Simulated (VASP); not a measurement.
# CaMg12 in VASP: single point with PBE

Aim: the single point of CaMg12 with PBE.

All numbers are computed with VASP 6.6.1; they aren't measurements. Logs are shortened: lines on timing, memory, paths and dates and some standing lists are left out, and cuts for length are marked.

## (1) The cell of the first run

The cell holds a slab with vacuum, 13 atoms: a = 6.420 Å, b = 6.420 Å, c = 18.213 Å, α = 90.00°, β = 90.00°, γ = 60.00°.

## (2) Single point, PBE

INCAR

```
SYSTEM = CaMg12
ALGO     = Normal         ! electronic algorithm
EDIFF    = 1E-7           ! SCF threshold, eV
ENCUT    = 520            ! plane-wave cutoff, eV
GGA      = PE             ! functional
ISIF     = 2              ! what is computed and relaxed
ISMEAR   = 0              ! smearing method
LASPH    = .True.         ! aspherical terms in the spheres
LCHARG   = .False.        ! write CHGCAR
LREAL    = .False.        ! projectors in reciprocal space
LWAVE    = .False.        ! write WAVECAR
NBANDS   = 29             ! bands
NELM     = 80             ! most SCF steps
PREC     = Accurate       ! precision mode
SIGMA    = 0.15           ! smearing width, eV
```

KPOINTS

```
k-points
0
Gamma
  5 5 1
  0 0 0
```

POSCAR

```
CaMg12
1.0
    6.4200000000      0.0000000000      0.0000000000
    3.2100000000      5.5598830000      0.0000000000
    0.0000000000      0.0000000000     18.2130400000
Mg Ca
12 1
Direct
    0.0000000000      0.0000000000      0.0549057159
    0.5000000000      0.0000000000      0.0549057159
   -0.0000000450      0.5000000899      0.0549057159
    0.4999999550      0.5000000899      0.0549057159
   -0.1669409241      0.3377871441      0.1975627902
    0.3323498036      0.3320019504      0.2033635242
   -0.1689851062      0.8313808042      0.2005315971
    0.3346758410      0.8332380376      0.1980043419
   -0.0056056652      0.0130455983      0.3321145179
    0.5029982845     -0.0004638587      0.3543780171
    0.0076021564      0.5042352510      0.3600857957
    0.5094844531      0.4997990066      0.3406402775
    0.2258376574      0.8086184547      0.4866634016
```

Potentials or basis: VASP PAW PBE potentials, release 64 (Mg, Ca_sv).

Run with:

```bash
$ cat potpaw_PBE.64/Mg/POTCAR potpaw_PBE.64/Ca_sv/POTCAR > POTCAR
$ mpirun -np 1 vasp_std > vasp.out
```

OUTCAR:

```text
SYSTEM = CaMg12
   EDIFF = 1E-7
   ENCUT = 520
   GGA = PE
   ISIF = 2
   ISMEAR = 0
   LASPH = .True.
   LREAL = .False.
   NELM = 80
   PREC = Accurate

 ion  position               nearest neighbor table
   1  0.000  0.000  0.055-   8 3.20   5 3.21   4 3.21   3 3.21   2 3.21   2 3.21   3 3.21   4 3.21
                             7 3.25
   2  0.500  0.000  0.055-   8 3.19   3 3.21   4 3.21   1 3.21   1 3.21   4 3.21   3 3.21   7 3.23
                             6 3.27
   3  1.000  0.500  0.055-   5 3.18   2 3.21   1 3.21   4 3.21   4 3.21   1 3.21   2 3.21   7 3.23
                             6 3.27
   4  0.500  0.500  0.055-   5 3.19   8 3.20   1 3.21   2 3.21   3 3.21   3 3.21   2 3.21   1 3.21
                             6 3.29
   5  0.833  0.338  0.198-   9 3.04   7 3.16  12 3.17   3 3.18   6 3.19   8 3.19   4 3.19   1 3.21
                             8 3.23   6 3.24   7 3.26  11 3.52
   6  0.332  0.332  0.203-  12 3.15   5 3.19   8 3.20   7 3.21   7 3.21   8 3.23   5 3.24   2 3.27
                             3 3.27   4 3.29  10 3.31  11 3.38
   7  0.831  0.831  0.201-   9 3.07   5 3.16   8 3.18   6 3.21   6 3.21   2 3.23   3 3.23   8 3.24
                             1 3.25   5 3.26  10 3.34  11 3.43
   8  0.335  0.833  0.198-   9 3.09   7 3.18   5 3.19  12 3.19   2 3.19   6 3.20   4 3.20   1 3.20
                             6 3.23   5 3.23   7 3.24  10 3.40
   9  0.994  0.013  0.332-   5 3.04   7 3.07   8 3.09  12 3.12  13 3.15  10 3.22  11 3.24  10 3.25
                            11 3.26  12 3.30
  10  0.503  1.000  0.354-  12 3.20  11 3.21  11 3.21   9 3.22  12 3.24   9 3.25   6 3.31   7 3.34
                             8 3.40
  11  0.008  0.504  0.360-  10 3.21  10 3.21  12 3.23  12 3.23   9 3.24   9 3.26   6 3.38   7 3.43
                             5 3.52
  12  0.509  0.500  0.341-   9 3.12   6 3.15   5 3.17   8 3.19  10 3.20  11 3.23  11 3.23  10 3.24
                            13 3.27   9 3.30
  13  0.226  0.809  0.487-   9 3.15  12 3.27

  LATTYP: Found a hexagonal cell.
 ALAT       =     6.4199999201
 C/A-ratio  =     2.8369221537

  Lattice vectors:

 A1 = (  -3.2100000000,  -5.5598830000,   0.0000000000)
 A2 = (   6.4200000000,   0.0000000000,   0.0000000000)
 A3 = (   0.0000000000,   0.0000000000,  18.2130400000)

Analysis of symmetry for initial positions (statically):
=====================================================================
 Subroutine PRICEL returns:
 Original cell was already a primitive cell.

 Routine SETGRP: Setting up the symmetry group for a
 hexagonal supercell.
[... 141 lines left out ...]
   NUPDOWN=      -1.0000    fix difference up-down
   EMIN   =  10.00;   EMAX   =-10.00  energy-range for DOS
   EFERMI =   0.00;   METHOD = LEGACY
   ISMEAR =     0;   SIGMA  =   0.15  broadening in eV -4-tet -1-fermi 0-gaus
   EFERMI_NEDOS =   21; number of points for ismear=-14 and -15
   IALGO  =     38    algorithm
   IMIX   =      4    mixing-type and parameters
     AMIX     =   0.40;   BMIX     =  1.00
     AMIX_MAG =   1.60;   BMIX_MAG =  1.00
  volume/ion in A,a.u.               =      50.01       337.47
  Fermi-wavevector in a.u.,A,eV,Ry     =   0.612219  1.156926  5.099627  0.374812
  Thomas-Fermi vector in A             =   1.668427
   LORBIT       =      0    0 simple, 1 ext, 2 COOP (PROOUT), +10 PAW based schemes
   GGA     = PE    functional components
   LHFCALC =     F    Hartree Fock is set to
   AEXX    =    0.0000 exact exchange contribution
   IVDW    =     0    specifies the selected vdW correction
   LEPSILON=     F    determine dielectric tensor
   LRPA    =     F    only Hartree local field effects (RPA)
 non-spin polarized calculation
 Gauss-broadening in eV      SIGMA  =   0.15
  energy-cutoff  :      520.00
  volume of cell :      650.10
 maximum number of plane-waves:     17538
   NGX = 23   NGY = 23   NGZ = 67

 number of electron      33.9999999 magnetization

 Free energy of the ion-electron system (eV)
  ---------------------------------------------------
  ext. energy  EPLUGINS =         0.00000000
  ---------------------------------------------------
  free energy    TOTEN  =       -16.96905915 eV

  energy without entropy =      -16.88307260  energy(sigma->0) =      -16.92606588

 E-fermi :  -0.1680     XC(G=0):  -5.2060

 val. band max:       -0.1834709447   @ k =   0.0000   0.4000   0.0000
 cond. band min:      -0.1553592088   @ k =   0.4000   0.4000   0.0000
 fundamental gap:      0.0281117359
 Fermi energy:        -0.1680130458

 k-point     1 :       0.0000    0.0000    0.0000
  band No.  band energies     occupation
      1     -43.3778      2.00000
      2     -24.3743      2.00000
      3     -24.3455      2.00000
      4     -24.3407      2.00000
      5      -6.5832      2.00000
      6      -5.3817      2.00000
[... 405 lines left out ...]
     28       1.7700      0.00000
     29       1.9466      0.00000

------------------------ aborting loop because EDIFF is reached ----------------------------------------

  FORCE on cell =-STRESS in cart. coord.  units (eV):
  Direction    XX          YY          ZZ          XY          YZ          ZX
  --------------------------------------------------------------------------------------
  -------------------------------------------------------------------------------------
  Total       -5.7676860     -5.3228317     -0.1133485     -0.4093092     -0.0492702     -0.0469687
  in kB      -14.2144176    -13.1180777     -0.2793465     -1.0087395     -0.1214259     -0.1157540
  external PRESSURE =      -9.2039473 kB  Pullay stress =       0.0000000 kB

 VOLUME and BASIS-vectors are now :
 -----------------------------------------------------------------------------
  energy-cutoff  :      520.00
  volume of cell :      650.10
      direct lattice vectors                 reciprocal lattice vectors
     6.420000000  0.000000000  0.000000000     0.155763240 -0.089929950  0.000000000
     3.210000000  5.559883000  0.000000000     0.000000000  0.179859900  0.000000000
     0.000000000  0.000000000 18.213040000     0.000000000  0.000000000  0.054905716

 POSITION                                       TOTAL-FORCE (eV/Angst)
 -----------------------------------------------------------------------------------
      0.00000      0.00000      1.00000        -0.004179     -0.028249     -0.003074
      3.21000      0.00000      1.00000         0.001847      0.019733      0.013824
      8.02500      2.77994      1.00000         0.050196      0.009453      0.005869
      4.81500      2.77994      1.00000        -0.045365      0.004520      0.007477
      6.43254      1.87806      3.59822         0.006381      0.017866     -0.019201
      3.19941      1.84589      3.70387        -0.004748     -0.004598     -0.003951
      8.00385      4.62238      3.65229        -0.009214     -0.006407      0.000094
      4.82331      4.63271      3.60626         0.010522     -0.000145     -0.011180
      6.42589      0.07253      6.04881         0.001469     -0.007383      0.017843
      6.43776      5.55730      6.45430         0.001616      0.000211     -0.000115
      1.66740      2.80349      6.55826         0.001373      0.000088     -0.004529
      4.87525      2.77882      6.20409        -0.000040     -0.003581      0.000598
      4.04554      4.49582      8.86362        -0.009858     -0.001507     -0.003655
 -----------------------------------------------------------------------------------
    total drift:                               -0.000045     -0.000119     -0.000660

  FREE ENERGIE OF THE ION-ELECTRON SYSTEM (eV)
  ---------------------------------------------------
  free  energy   TOTEN  =       -16.9690591526 eV

  energy  without entropy=      -16.8830726042  energy(sigma->0) =      -16.92606588
```

stdout:

```text
POSCAR found type information on POSCAR MgCa
 POSCAR found :  2 types and      13 ions
 scaLAPACK will be used
 LDA part: xc-table for (Slater+PW92), standard interpolation
 POSCAR, INCAR and KPOINTS ok, starting setup
 FFT: planning ... GRIDC
 FFT: planning ... GRID_SOFT
 FFT: planning ... GRID
 WAVECAR not read
 entering main loop
```

It took 8.5 min on 1 thread of Oxide Virtual Turin-like, shared host; peak memory 0.7 GiB.

What came out:

```
Free energy            : -16.9691 eV
Largest force          : 0.051 eV/Å
Band gap on the k mesh : zero (band 17 reaches -0.16 eV, above the bottom of band 18 at -0.53 eV)
```

Forces in eV/Å, atoms in the order of the input:
```
Mg  -0.004 -0.028 -0.003
Mg   0.002  0.020  0.014
Mg   0.050  0.009  0.006
Mg  -0.045  0.005  0.007
Mg   0.006  0.018 -0.019
Mg  -0.005 -0.005 -0.004
Mg  -0.009 -0.006  0.000
Mg   0.011  0.000 -0.011
Mg   0.001 -0.007  0.018
Mg   0.002  0.000  0.000
Mg   0.001  0.000 -0.005
Mg   0.000 -0.004  0.001
Ca  -0.010 -0.002 -0.004
```
